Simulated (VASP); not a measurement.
# BaTiO3 (Barioperovskite) (Amm2) in VASP: a series of runs, part 2 of 2

VASP 6.6.1. Earlier steps stand in the parts before.

## (4) Single point, LDA+U

This run uses another cell than the first one, of 12.22 Å³/atom, 1.056 times its volume.

INCAR reads:

```
SYSTEM = BaTiO3
ALGO = Normal
EDIFF = 1E-6
ENCUT = 520
ISIF = 2
ISMEAR = 0
LASPH = .True.
LCHARG = .True.
LDAU = .True.
LDAUJ = 0 0 0
LDAUL = -1 2 -1
LDAUPRINT = 1
LDAUTYPE = 2
LDAUU = 0 2 0
LELF = .True.
LMAXMIX = 4
LREAL = .False.
LVHAR = .True.
LWAVE = .False.
NBANDS = 28
NELM = 150
PREC = Accurate
SIGMA = 0.01
```

KPOINTS reads:

```
k-points
0
Gamma
  5 5 5
  0 0 0
```

POSCAR reads:

```
BaTiO3
1.0
    3.9179361002      0.0000000000      0.0000000000
    0.0000000000      2.7888076584      2.7969178009
    0.0000000000     -2.7888076584      2.7969178009
Ba Ti O
1 1 3
Direct
    0.0000000000      0.0000000000      0.0000000000
    0.5000000000      0.5124000000      0.5124000000
    0.0000000000      0.4874000000      0.4874000000
    0.5000000000      0.5052400000      0.9918400000
    0.5000000000      0.9918400000      0.5052400000
```

Potentials or basis: VASP PAW LDA potentials, release 64 (Ba_sv, Ti_sv, O).

Command:

```bash
$ cat potpaw_LDA.64/Ba_sv/POTCAR potpaw_LDA.64/Ti_sv/POTCAR potpaw_LDA.64/O/POTCAR > POTCAR
$ mpirun -np 1 vasp_std > vasp.out
```

OUTCAR:

```text
SYSTEM = BaTiO3
   EDIFF = 1E-6
   ENCUT = 520
   ISIF = 2
   ISMEAR = 0
   LASPH = .True.
   LREAL = .False.
   NELM = 150
   PREC = Accurate

 ion  position               nearest neighbor table
   1  0.000  0.000  0.000-   3 2.73   4 2.77   5 2.77   4 2.77   5 2.77   3 2.79   3 2.79   4 2.80
                             5 2.80   5 2.80   4 2.80   3 2.87   2 3.36   2 3.36   2 3.41   2 3.41
   2  0.500  0.512  0.512-   4 1.89   5 1.89   3 1.96   3 1.96   5 2.06   4 2.06   1 3.36   1 3.36
                             1 3.41   1 3.41   1 3.41   1 3.41   1 3.47   1 3.47
[... 991 lines left out ...]
  -------------------------------------------------------------------------------------
  Total        1.8369153      1.9237243      1.6386493      0.0000000      0.0000000      0.0000000
  in kB       48.1519748     50.4275418     42.9547302      0.0000000      0.0000000      0.0000000
  external PRESSURE =      47.1780823 kB  Pullay stress =       0.0000000 kB

 VOLUME and BASIS-vectors are now :
 -----------------------------------------------------------------------------
  energy-cutoff  :      520.00
  volume of cell :       61.12
      direct lattice vectors                 reciprocal lattice vectors
     3.917936100  0.000000000  0.000000000     0.255236424  0.000000000  0.000000000
     0.000000000  2.788807658  2.796917801     0.000000000  0.179288091  0.178768214
     0.000000000 -2.788807658  2.796917801     0.000000000 -0.179288091  0.178768214

 POSITION                                       TOTAL-FORCE (eV/Angst)
 -----------------------------------------------------------------------------------
      0.00000      0.00000      0.00000         0.000000      0.000000      0.178912
      1.95897      0.00000      2.86628         0.000000      0.000000     -0.386083
      0.00000      0.00000      2.72644         0.000000      0.000000      0.207630
      1.95897     -1.35703      4.18721         0.000000     -0.298883     -0.000229
      1.95897      1.35703      4.18721         0.000000      0.298883     -0.000229
 -----------------------------------------------------------------------------------
    total drift:                                0.000000      0.000000      0.000154

  FREE ENERGIE OF THE ION-ELECTRON SYSTEM (eV)
  ---------------------------------------------------
  free  energy   TOTEN  =       -42.7061063801 eV

  energy  without entropy=      -42.7061063801  energy(sigma->0) =      -42.70610638
```

OSZICAR:

```text
N       E                     dE             d eps       ncg     rms          rms(c)
DAV:   1     0.436499737908E+03    0.43650E+03   -0.21016E+04  1512   0.158E+03
DAV:   2    -0.854086876345E+01   -0.44504E+03   -0.42576E+03  1704   0.434E+02
DAV:   3    -0.516793062663E+02   -0.43138E+02   -0.42775E+02  2100   0.133E+02
DAV:   4    -0.535956559201E+02   -0.19163E+01   -0.19124E+01  2268   0.243E+01
DAV:   5    -0.536452553863E+02   -0.49599E-01   -0.49587E-01  2024   0.317E+00    0.244E+01
DAV:   6    -0.427939708487E+02    0.10851E+02   -0.55556E+01  2272   0.688E+01    0.985E+00
DAV:   7    -0.428207956898E+02   -0.26825E-01   -0.77200E+00  2028   0.187E+01    0.669E+00
DAV:   8    -0.427288856831E+02    0.91910E-01   -0.11765E+00  1844   0.997E+00    0.208E+00
DAV:   9    -0.427189234496E+02    0.99622E-02   -0.19575E-01  1888   0.357E+00    0.101E+00
DAV:  10    -0.427143592419E+02    0.45642E-02   -0.10431E-01  1876   0.213E+00    0.828E-01
DAV:  11    -0.427070491266E+02    0.73101E-02   -0.49469E-02  2280   0.180E+00    0.248E-01
DAV:  12    -0.427062483539E+02    0.80077E-03   -0.27742E-03  1804   0.491E-01    0.980E-02
DAV:  13    -0.427061314570E+02    0.11690E-03   -0.10148E-03  2128   0.182E-01    0.410E-02
DAV:  14    -0.427061108644E+02    0.20593E-04   -0.86557E-05  2276   0.814E-02    0.295E-02
DAV:  15    -0.427061090931E+02    0.17712E-05   -0.67041E-06  1972   0.170E-02    0.203E-02
DAV:  16    -0.427061064779E+02    0.26153E-05   -0.96305E-06  1828   0.303E-02    0.823E-03
DAV:  17    -0.427061063801E+02    0.97810E-07   -0.38088E-06  1492   0.105E-02
   1 F= -.42706106E+02 E0= -.42706106E+02  d E =-.187186-125
```

stdout:

```text
POSCAR found type information on POSCAR BaTiO
 POSCAR found :  3 types and       5 ions
 scaLAPACK will be used
 LDA part: xc-table for (Slater(with rela. corr.)+CA(PZ))
 , standard interpolation
 POSCAR, INCAR and KPOINTS ok, starting setup
 FFT: planning ... GRIDC
 FFT: planning ... GRID_SOFT
 FFT: planning ... GRID
 WAVECAR not read
 entering main loop
```

It took 24 s on 1 thread of Intel Xeon 6975P-C (Granite Rapids), shared host; peak memory 0.18 GiB.

Results:

```yaml
Free_energy: -42.7061 eV
Pressure: 4.7 GPa
Largest_force: 0.386 eV/Å
Band_gap_on_the_k_mesh: 2.22 eV, indirect (least direct gap 2.24 eV)
```

Forces on the atoms (eV/Å):
```
Ba   0.000  0.000  0.179
Ti   0.000  0.000 -0.386
O    0.000  0.000  0.208
O    0.000 -0.299  0.000
O    0.000  0.299  0.000
```

Eigenvalues of the final occupation matrices:
| site | spin | trace | eigenvalues |
| --- | --- | --- | --- |
| site 2 d | 1 | 0.88 | 0.12 0.12 0.12 0.25 0.26 |
| site 2 d | 2 | 0.88 | 0.12 0.12 0.12 0.25 0.26 |

Caveat: spin-orbit coupling is left out, which moves the levels of the heavy elements. A k mesh can miss the band edges.

## (5) The runs side by side

| cell | gap on the mesh (eV) | pressure (GPa) | largest force (eV/Å) |
| --- | --- | --- | --- |
| a = 3.848, b = 3.879, c = 3.879 Å, angles 89.8, 90.0, 90.0°, 5 atoms | 2.29 | 17.3 | 0.73 |
| a = 3.883, b = 3.915, c = 3.915 Å, angles 89.8, 90.0, 90.0°, 5 atoms | 2.27 | 10.6 | 0.55 |
| a = 3.918, b = 3.950, c = 3.950 Å, angles 89.8, 90.0, 90.0°, 5 atoms | 2.22 | 4.7 | 0.39 |

Alike in all rows: task single point; level LDA+U; potentials or basis VASP PAW LDA potentials, release 64 (Ba_sv, Ti_sv, O); no spin polarisation; Ti d U = 2.0 eV; k mesh 5 × 5 × 5; cutoff (eV) 520; smearing gaussian 0.01 eV.

Caveats: spin-orbit coupling is left out, which moves the levels of the heavy elements.

Total energies depend on the potentials used, so only differences within one code and one set of settings carry meaning.
